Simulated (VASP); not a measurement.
# W (Fm-3m) in VASP: a series of runs

The runs below take W through single point, with PBEsol.

All numbers are computed with VASP 6.6.1; they aren't measurements. Logs are shortened: lines on timing, memory, paths and dates and some standing lists are left out, and cuts for length are marked.

**1. The cell of the first run**

The structure is cubic, space group Fm-3m (No. 225). The conventional cell has a = 4.000 Å, b = 4.000 Å, c = 4.000 Å, α = 90.00°, β = 90.00°, γ = 90.00°. Within 3.7 Å of W (site symmetry m-3m) lie 12 W at 2.83 Å.

**2. Single point, PBEsol**

The input, INCAR:

```
SYSTEM = W
PREC     = Accurate       ! precision mode
ENCUT    = 520            ! plane-wave cutoff, eV
EDIFF    = 1E-6           ! SCF threshold, eV
ISMEAR   = -1             ! smearing method
SIGMA    = 0.15           ! smearing width, eV
LREAL    = .False.        ! projectors in reciprocal space
LASPH    = .True.         ! aspherical terms in the spheres
NELM     = 60             ! most SCF steps
ALGO     = Normal         ! electronic algorithm
ISIF     = 2              ! what is computed and relaxed
LWAVE    = .False.        ! write WAVECAR
LCHARG   = .False.        ! write CHGCAR
GGA      = PS             ! functional
NBANDS   = 13             ! bands
```

The input, KPOINTS:

```
regular mesh
0
Gamma
  20 20 20
  0 0 0
```

The input, POSCAR:

```
W
1.0
    0.0000000000      1.9999602753      1.9999602753
    1.9999602753      0.0000000000      1.9999602753
    1.9999602753      1.9999602753      0.0000000000
W
1
Direct
    0.0000000000      0.0000000000      0.0000000000
```

Potentials or basis: VASP PAW PBE potentials, release 64 (W_sv).

Started as:

```sh
> cat potpaw_PBE.64/W_sv/POTCAR > POTCAR
> mpirun -np 1 vasp_std > vasp.out
```

OUTCAR:

```text
SYSTEM = W
   PREC = Accurate
   ENCUT = 520
   EDIFF = 1E-6
   ISMEAR = -1
   LREAL = .False.
   LASPH = .True.
   NELM = 60
   ISIF = 2
   GGA = PS

 ion  position               nearest neighbor table
   1  0.000  0.000  0.000-

  LATTYP: Found a face centered cubic cell.
 ALAT       =     3.9999205506

  Lattice vectors:

 A1 = (   0.0000000000,   1.9999602753,   1.9999602753)
 A2 = (   1.9999602753,   0.0000000000,   1.9999602753)
 A3 = (   1.9999602753,   1.9999602753,   0.0000000000)

Analysis of symmetry for initial positions (statically):
=====================================================================
 Subroutine PRICEL returns:
 Original cell was already a primitive cell.

 Routine SETGRP: Setting up the symmetry group for a
 face centered cubic supercell.

 Subroutine GETGRP returns: Found 48 space group operations
 (whereof 48 operations were pure point group operations)
 out of a pool of 48 trial point group operations.

The static configuration has the point symmetry O_h .

Analysis of symmetry for dynamics (positions and initial velocities):
=====================================================================
 Subroutine PRICEL returns:
 Original cell was already a primitive cell.

 Routine SETGRP: Setting up the symmetry group for a
 face centered cubic supercell.

 Subroutine GETGRP returns: Found 48 space group operations
 (whereof 48 operations were pure point group operations)
 out of a pool of 48 trial point group operations.

The dynamic configuration has the point symmetry O_h .

 Subroutine INISYM returns: Found 48 space group operations
 (whereof 48 operations are pure point group operations),
 and found     1 'primitive' translations

----------------------------------------------------------------------------------------

                                     Primitive cell

  volume of cell :      15.9990

  direct lattice vectors                    reciprocal lattice vectors
     0.000000000  1.999960275  1.999960275    -0.250004966  0.250004966  0.250004966
     1.999960275  0.000000000  1.999960275     0.250004966 -0.250004966  0.250004966
     1.999960275  1.999960275  0.000000000     0.250004966  0.250004966 -0.250004966

  length of vectors
     2.828370946  2.828370946  2.828370946     0.433021303  0.433021303  0.433021303

  position of ions in fractional coordinates (direct lattice)
     0.000000000  0.000000000  0.000000000

  ion indices of the primitive-cell ions
   primitive index   ion index
                 1           1

----------------------------------------------------------------------------------------

 KPOINTS: regular mesh

Automatic generation of k-mesh.
 Grid dimensions read from file:
 generate k-points for:   20   20   20

 Generating k-lattice:

  Cartesian coordinates                     Fractional coordinates (reciprocal lattice)
    -0.012500248  0.012500248  0.012500248     0.050000000  0.000000000  0.000000000
     0.012500248 -0.012500248  0.012500248     0.000000000  0.050000000  0.000000000
     0.012500248  0.012500248 -0.012500248     0.000000000  0.000000000  0.050000000

  Length of vectors
     0.021651065  0.021651065  0.021651065

  Shift w.r.t. Gamma in fractional coordinates (k-lattice)
     0.000000000  0.000000000  0.000000000

 Subroutine IBZKPT returns following result:
 ===========================================

 Found    256 irreducible k-points:

 Following reciprocal coordinates:
            Coordinates               Weight
  0.000000  0.000000  0.000000      1.000000
  0.050000  0.000000  0.000000      8.000000
  0.100000  0.000000  0.000000      8.000000
  0.150000  0.000000  0.000000      8.000000
  0.200000  0.000000  0.000000      8.000000
  0.250000  0.000000  0.000000      8.000000
[... 16 lines left out ...]
 -0.400000  0.050000  0.000000     24.000000
 -0.350000  0.050000  0.000000     24.000000
 [... further k-points ...]
   k-points           NKPTS =    256   k-points in BZ     NKDIM =    256   number of bands    NBANDS=     13
   number of dos      NEDOS =    301   number of ions     NIONS =      1
   total plane-waves  NPLWV =  13824
   dimension x,y,z NGX =    24 NGY =   24 NGZ =   24
   dimension x,y,z NGXF=    48 NGYF=   48 NGZF=   48
   ions per type =               1
   NGX,Y,Z   is equivalent  to a cutoff of  14.11, 14.11, 14.11 a.u.
   NGXF,Y,Z  is equivalent  to a cutoff of  28.21, 28.21, 28.21 a.u.
 SYSTEM =  W
   PREC   = accura    normal or accurate (medium, high low for compatibility)
   ISTART =      0    job   : 0-new  1-cont  2-samecut
   ICHARG =      2    charge: 1-file 2-atom 10-const
   ISPIN  =      1    spin polarized calculation?
   LNONCOLLINEAR =      F non collinear calculations
   LSORBIT =      F    spin-orbit coupling
   LASPH  =      T    aspherical Exc in radial PAW
   ENCUT  =  520.0 eV  38.22 Ry    6.18 a.u.   5.26  5.26  5.26*2*pi/ulx,y,z
   NELM   =     60;   NELMIN=  2; NELMDL= -5     # of ELM steps
   EDIFF  = 0.1E-05   stopping-criterion for ELM
   LREAL  =      F    real-space projection
[... 7 lines left out ...]
   TEBEG  =    0.0;   TEEND  =   0.0 temperature during run
   PSTRESS=    0.0 pullay stress
   NELECT =      14.0000    total number of electrons
   NUPDOWN=      -1.0000    fix difference up-down
   EMIN   =  10.00;   EMAX   =-10.00  energy-range for DOS
   EFERMI =   0.00;   METHOD = LEGACY
   ISMEAR =    -1;   SIGMA  =   0.15  broadening in eV -4-tet -1-fermi 0-gaus
   EFERMI_NEDOS =   21; number of points for ismear=-14 and -15
   IALGO  =     38    algorithm
   IMIX   =      4    mixing-type and parameters
     AMIX     =   0.40;   BMIX     =  1.00
     AMIX_MAG =   1.60;   BMIX_MAG =  1.00
  volume/ion in A,a.u.               =      16.00       107.97
  Fermi-wavevector in a.u.,A,eV,Ry     =   1.565860  2.959046 33.360345  2.451916
  Thomas-Fermi vector in A             =   2.668273
   LORBIT       =      0    0 simple, 1 ext, 2 COOP (PROOUT), +10 PAW based schemes
   GGA     = PS    functional components
   LHFCALC =     F    Hartree Fock is set to
   AEXX    =    0.0000 exact exchange contribution
   IVDW    =     0    specifies the selected vdW correction
   LEPSILON=     F    determine dielectric tensor
   LRPA    =     F    only Hartree local field effects (RPA)
 non-spin polarized calculation
  energy-cutoff  :      520.00
  volume of cell :       16.00
 maximum number of plane-waves:       444
 NGX is ok and might be reduce to    24
   NGX = 11   NGY = 11   NGZ = 11

 number of electron      14.0000000 magnetization

 Free energy of the ion-electron system (eV)
  ---------------------------------------------------
  ext. energy  EPLUGINS =         0.00000000
  ---------------------------------------------------
  free energy    TOTEN  =       -13.35293818 eV

  energy without entropy =      -13.26773490  energy(sigma->0) =      -13.31033654

 E-fermi :  10.6903     XC(G=0): -13.6985

 val. band max:       10.6893479553   @ k =   0.5000   0.1500   0.0000
 cond. band min:      10.6955883429   @ k =  -0.4500   0.4000   0.1000
 fundamental gap:      0.0062403877
 Fermi energy:        10.6902788467

 k-point     1 :       0.0000    0.0000    0.0000
  band No.  band energies     occupation
      1     -62.9080      2.00000
      2     -26.5010      2.00000
      3     -26.5010      2.00000
      4     -26.5010      2.00000
      5       1.5310      2.00000
      6      10.0771      1.96700
      7      10.0771      1.96700
      8      10.0771      1.96700
      9      13.3102      0.00000
     10      13.3102      0.00000
     11      23.5274      0.00000
     12      28.8358      0.00000
     13      28.8358      0.00000

 k-point     2 :       0.0500    0.0000    0.0000
  band No.  band energies     occupation
      1     -62.9051      2.00000
      2     -26.5340      2.00000
      3     -26.5051      2.00000
      4     -26.5051      2.00000
      5       1.6451      2.00000
      6       9.9870      1.98177
      7      10.1311      1.95303
      8      10.1311      1.95303
      9      13.2586      0.00000
     10      13.2586      0.00000
     11      23.7591      0.00000
     12      28.3170      0.00000
     13      29.0507      0.00000

 k-point     3 :       0.1000    0.0000    0.0000
  band No.  band energies     occupation
      1     -62.8967      2.00000
      2     -26.6293      2.00000
      3     -26.5172      2.00000
      4     -26.5172      2.00000
      5       1.9772      2.00000
      6       9.7484      1.99626
      7      10.2765      1.88080
      8      10.2765      1.88080
      9      13.1347      0.00000
     10      13.1347      0.00000
     11      24.3964      0.00000
     12      27.2817      0.00000
     13      29.6770      0.00000

 k-point     4 :       0.1500    0.0000    0.0000
  band No.  band energies     occupation
      1     -62.8835      2.00000
      2     -26.7755      2.00000
      3     -26.5360      2.00000
      4     -26.5360      2.00000
      5       2.4946      2.00000
      6       9.4420      1.99951
      7      10.4555      1.65427
      8      10.4555      1.65427
      9      13.0298      0.00000
     10      13.0298      0.00000
     11      25.1036      0.00000
     12      26.4454      0.00000
     13      30.6676      0.00000

 k-point     5 :       0.2000    0.0000    0.0000
  band No.  band energies     occupation
      1     -62.8669      2.00000
      2     -26.9561      2.00000
      3     -26.5596      2.00000
      4     -26.5596      2.00000
      5       3.1361      2.00000
      6       9.1739      1.99992
      7      10.5652      1.39442
      8      10.5652      1.39442
      9      13.0824      0.00000
     10      13.0824      0.00000
     11      24.6739      0.00000
     12      26.9811      0.00000
     13      31.9607      0.00000

 k-point     6 :       0.2500    0.0000    0.0000
  band No.  band energies     occupation
      1     -62.8484      2.00000
      2     -27.1517      2.00000
      3     -26.5855      2.00000
      4     -26.5855      2.00000
      5       3.8020      2.00000
      6       9.0654      1.99996
      7      10.5242      1.50329
      8      10.5242      1.50329
      9      13.3966      0.00000
     10      13.3966      0.00000
     11      23.8123      0.00000
     12      27.7823      0.00000
     13      33.4867      0.00000

 k-point     7 :       0.3000    0.0000    0.0000
  band No.  band energies     occupation
      1     -62.8298      2.00000
      2     -27.3429      2.00000
      3     -26.6114      2.00000
      4     -26.6114      2.00000
      5       4.3592      2.00000
      6       9.2399      1.99987
      7      10.3627      1.79753
      8      10.3627      1.79753
      9      13.9413      0.00000
     10      13.9413      0.00000
     11      23.0341      0.00000
     12      27.4764      0.00000
     13      33.9884      0.00000
[... 193 lines left out ...]
 k-point    20 :       0.4500    0.0500    0.0000
  band No.  band energies     occupation
      1     -62.7921      2.00000
      2     -27.6965      2.00000
      3     -26.6760      2.00000
      4     -26.6745      2.00000
      5       5.0037      2.00000
      6       9.7304      1.99668
      7      10.0110      1.97864
      8      10.8071      0.62909
      9      15.5818      0.00000
     10      15.7897      0.00000
     11      21.6059      0.00000
     12      23.9630      0.00000
     13      29.8548      0.00000

 k-point    21 :       0.5000    0.0500    0.0000
  band No.  band energies     occupation
      1     -62.7873      2.00000
      2     -27.7429      2.00000
      3     -26.6885      2.00000
      4     -26.6757      2.00000
      5       5.0212      2.00000
      6       9.6770      1.99767
      7       9.9312      1.98739
      8      11.2323      0.05249
      9      15.9091      0.00000
     10      16.0458      0.00000
     11      21.2562      0.00000
     12      23.4390      0.00000
     13      29.5659      0.00000

 k-point    22 :      -0.4500    0.0500    0.0000
  band No.  band energies     occupation
      1     -62.7882      2.00000
      2     -27.7333      2.00000
      3     -26.6928      2.00000
      4     -26.6687      2.00000
      5       5.0196      2.00000
      6       9.7065      1.99717
      7       9.9298      1.98751
      8      11.1459      0.09153
      9      15.6695      0.00000
     10      16.1524      0.00000
     11      21.3383      0.00000
     12      23.5445      0.00000
     13      29.5362      0.00000

 k-point    23 :      -0.4000    0.0500    0.0000
  band No.  band energies     occupation
      1     -62.7949      2.00000
      2     -27.6687      2.00000
      3     -26.6886      2.00000
      4     -26.6541      2.00000
      5       4.9912      2.00000
      6       9.8139      1.99421
      7      10.0088      1.97894
      8      10.5989      1.29542
      9      15.1350      0.00000
     10      15.8869      0.00000
     11      21.7827      0.00000
     12      24.2860      0.00000
     13      30.0305      0.00000

 k-point    24 :      -0.3500    0.0500    0.0000
  band No.  band energies     occupation
      1     -62.8067      2.00000
      2     -27.5542      2.00000
      3     -26.6760      2.00000
      4     -26.6334      2.00000
      5       4.8816      2.00000
      6       9.8310      1.99352
      7      10.0357      1.97486
      8      10.1600      1.94333
      9      14.4384      0.00000
     10      15.3550      0.00000
     11      22.3499      0.00000
     12      25.5965      0.00000
     13      31.0442      0.00000

 [... further k-points ...]
[... 5 lines left out ...]
  --------------------------------------------------------------------------------------
  -------------------------------------------------------------------------------------
  Total        0.0660885      0.0660885      0.0660885      0.0000000      0.0000000      0.0000000
  in kB        6.6182379      6.6182379      6.6182379      0.0000000      0.0000000      0.0000000
  external PRESSURE =       6.6182379 kB  Pullay stress =       0.0000000 kB

 VOLUME and BASIS-vectors are now :
 -----------------------------------------------------------------------------
  energy-cutoff  :      520.00
  volume of cell :       16.00
      direct lattice vectors                 reciprocal lattice vectors
     0.000000000  1.999960275  1.999960275    -0.250004966  0.250004966  0.250004966
     1.999960275  0.000000000  1.999960275     0.250004966 -0.250004966  0.250004966
     1.999960275  1.999960275  0.000000000     0.250004966  0.250004966 -0.250004966

 POSITION                                       TOTAL-FORCE (eV/Angst)
 -----------------------------------------------------------------------------------
      0.00000      0.00000      0.00000        -0.000000     -0.000000     -0.000000
 -----------------------------------------------------------------------------------
    total drift:                                0.000000      0.000000     -0.000000

  FREE ENERGIE OF THE ION-ELECTRON SYSTEM (eV)
  ---------------------------------------------------
  free  energy   TOTEN  =       -13.3529381753 eV

  energy  without entropy=      -13.2677349028  energy(sigma->0) =      -13.31033654
```

Wall time 33 s (1 thread of Intel Xeon Platinum 8259CL at 2.50GHz (Skylake/Cascade Lake), shared host); peak memory 0.18 GiB.

What came out:

```yaml
Free_energy: -13.3529 eV
Pressure: 0.7 GPa
Band_gap_on_the_k_mesh: zero (band 7 reaches 13.88 eV, above the bottom of band 8 at 10.08 eV)
```

Caveat: the PAW data sets were made with another functional, which shifts forces and pressure a little; spin-orbit coupling is left out, which moves the levels of the heavy elements.

**3. Single point, PBEsol (volume scaled by 1.02)**

The input, INCAR:

```
SYSTEM = W
ALGO     = Fast           ! electronic algorithm
EDIFF    = 1E-7           ! SCF threshold, eV
ENCUT    = 520            ! plane-wave cutoff, eV
GGA      = PS             ! functional
ISIF     = 2              ! what is computed and relaxed
ISMEAR   = -1             ! smearing method
LASPH    = .TRUE.         ! aspherical terms in the spheres
LCHARG   = .TRUE.         ! write CHGCAR
LELF     = .TRUE.         ! ELF
LREAL    = .FALSE.        ! projectors in reciprocal space
LVHAR    = .TRUE.       
LWAVE    = .FALSE.        ! write WAVECAR
NBANDS   = 13             ! bands
NELM     = 100            ! most SCF steps
PREC     = Accurate       ! precision mode
SIGMA    = 0.15           ! smearing width, eV
```

The input, KPOINTS:

```
k-points
0
G
  20 20 20
  0 0 0
```

The input, POSCAR:

```
W
1.0
    0.0000000000      2.0132054313      2.0132054313
    2.0132054313      0.0000000000      2.0132054313
    2.0132054313      2.0132054313      0.0000000000
W
1
Direct
    0.0000000000      0.0000000000      0.0000000000
```

Potentials or basis: VASP PAW PBE potentials, release 64 (W_sv).

Started as:

```sh
> cat potpaw_PBE.64/W_sv/POTCAR > POTCAR
> mpirun -np 1 vasp_std > vasp.out
```

Run time: 61 s. Hardware: 1 thread of Intel Xeon Platinum 8259CL at 2.50GHz (Skylake/Cascade Lake), shared host; peak memory 0.18 GiB.

The run converged. Its results:

| Property | Result |
| --- | --- |
| Free energy | -13.3486 eV |
| Pressure | -5.1 GPa |
| Band gap on the k mesh | zero (band 7 reaches 13.49 eV, above the bottom of band 8 at 9.83 eV) |

Levels at points of the mesh, in eV from the Fermi level:
```csv
k point,band 3,band 4,band 5,band 6,band 7,band 8,band 9,band 10,band 11,band 12
"(0.00, 0.00, 0.00)",-37.26,-37.26,-9.06,-0.59,-0.59,-0.59,2.55,2.55,12.81,18.02
"(0.50, 0.00, 0.00)",-37.41,-37.41,-5.66,-0.82,-0.82,0.65,5.07,5.07,10.34,12.44
"(0.50, 0.50, 0.00)",-37.68,-37.68,-5.56,-4.57,3.07,5.02,5.81,5.81,11.76,11.76
```

Caveat: the PAW data sets were made with another functional, which shifts forces and pressure a little; spin-orbit coupling is left out, which moves the levels of the heavy elements.
